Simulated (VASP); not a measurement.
Set up this calculation in VASP 6.6.1, as the native input.

```yaml
Task: single point
Functional: r2SCAN
Potentials_or_basis: VASP PAW PBE potentials, release 64 (Ca_sv, Se)
Cutoff: 520 eV
k_mesh: 8 × 8 × 8
Occupations: gaussian, width 0.01 eV
Spin: no spin polarisation
Dipole_correction: no
Further_INCAR_settings: ALGO = Normal; EDIFF = 1e-07; NBANDS = 15
```

CaSe:

```xyz
2
Lattice="0.0000 3.1447 3.1447 3.1447 0.0000 3.1447 3.1447 3.1447 0.0000" Properties=species:S:1:pos:R:3 pbc="T T T"
Ca    0.0000    0.0000    0.0000
Se    3.1447    3.1447    3.1447
```

This cell differs from its parent crystal: strain +6.0%.

The input as run:

POSCAR

```
CaSe
1.0
    0.0000000000      3.1446969729      3.1446969729
    3.1446969729      0.0000000000      3.1446969729
    3.1446969729      3.1446969729      0.0000000000
Ca Se
1 1
Direct
    0.0000000000      0.0000000000      0.0000000000
    0.5000000000      0.5000000000      0.5000000000
```

INCAR.step1

```
SYSTEM = CaSe
PREC = Accurate
ENCUT = 520
ISMEAR = 0
SIGMA = 0.01
LREAL = .FALSE.
LASPH = .TRUE.
NELM = 100
NBANDS = 15
GGA = PE
ALGO = Normal
EDIFF = 1E-4
LWAVE = .TRUE.
LCHARG = .FALSE.
```

INCAR.step2

```
SYSTEM = CaSe
PREC = Accurate
ENCUT = 520
EDIFF = 1E-7
ISMEAR = 0
SIGMA = 0.01
LREAL = .FALSE.
LASPH = .TRUE.
NELM = 100
ALGO = Normal
ISIF = 2
LWAVE = .FALSE.
LCHARG = .FALSE.
METAGGA = R2SCAN
LMIXTAU = .TRUE.
NBANDS = 15
ISTART = 1
```

KPOINTS

```
regular mesh
0
G
  8 8 8
  0 0 0
```

Potentials or basis: VASP PAW PBE potentials, release 64 (Ca_sv, Se).

The run is started by

```sh
$ cat potpaw_PBE.64/Ca_sv/POTCAR potpaw_PBE.64/Se/POTCAR > POTCAR
$ cp INCAR.step1 INCAR
$ mpirun -np 1 vasp_std > vasp.out
$ cp INCAR.step2 INCAR
$ mpirun -np 1 vasp_std > vasp.out
```

It gave:

| Item | Value |
| --- | --- |
| Pressure | -6.2 GPa |
| Band gap on the k mesh | 2.82 eV, indirect (least direct gap 3.17 eV) |

Caveat: the cell differs from its parent crystal (strain +6.0%); the PAW data sets were made with another functional, which shifts forces and pressure a little.

Wall time 98 s on 1 thread of Intel(R) Xeon(R) 6975P-C (Granite Rapids), with other jobs on the host, peak memory 0.22 GiB.
